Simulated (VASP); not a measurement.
A run of VASP 6.6.1 is set up as follows.

File INCAR:

```
SYSTEM = S
PREC     = Accurate       ! precision mode
ENCUT    = 520            ! plane-wave cutoff, eV
EDIFF    = 1E-6           ! SCF threshold, eV
ISMEAR   = 0              ! smearing method
SIGMA    = 0.1            ! smearing width, eV
LREAL    = .False.        ! projectors in reciprocal space
LASPH    = .True.         ! aspherical terms in the spheres
NELM     = 60             ! most SCF steps
ALGO     = Normal         ! electronic algorithm
ISIF     = 2              ! what is computed and relaxed
LWAVE    = .False.        ! write WAVECAR
LCHARG   = .False.        ! write CHGCAR
GGA      = PS             ! functional
NBANDS   = 9              ! bands
```

KPOINTS

```
Automatic mesh
0
Gamma
  8 8 8
  0 0 0
```

POSCAR

```
S
1.0
   -1.1679942300      1.1679942300      3.4665285784
    1.1679942300     -1.1679942300      3.4665285784
    1.1679942300      1.1679942300     -3.4665285784
S
1
Direct
    0.0000000000      0.0000000000      0.0000000000
```

Potentials or basis: VASP PAW PBE potentials, release 64 (S).

The run is started by

```sh
$ cat potpaw_PBE.64/S/POTCAR > POTCAR
$ mpirun -np 1 vasp_std > vasp.out
```

Q: What does it give for the band gap on the k mesh?

A: Zero (band 3 reaches 10.03 eV, above the bottom of band 4 at 4.63 eV).

Q: Predict the pressure.

A: 0.0 GPa.

Stress tensor (GPa, compression positive):
```
0.01 0.00 0.00
0.00 0.01 0.00
0.00 0.00 0.09
```

Caveat: the k points lie up to 0.48 Å⁻¹ apart; the PAW data sets were made with another functional, which shifts forces and pressure a little.
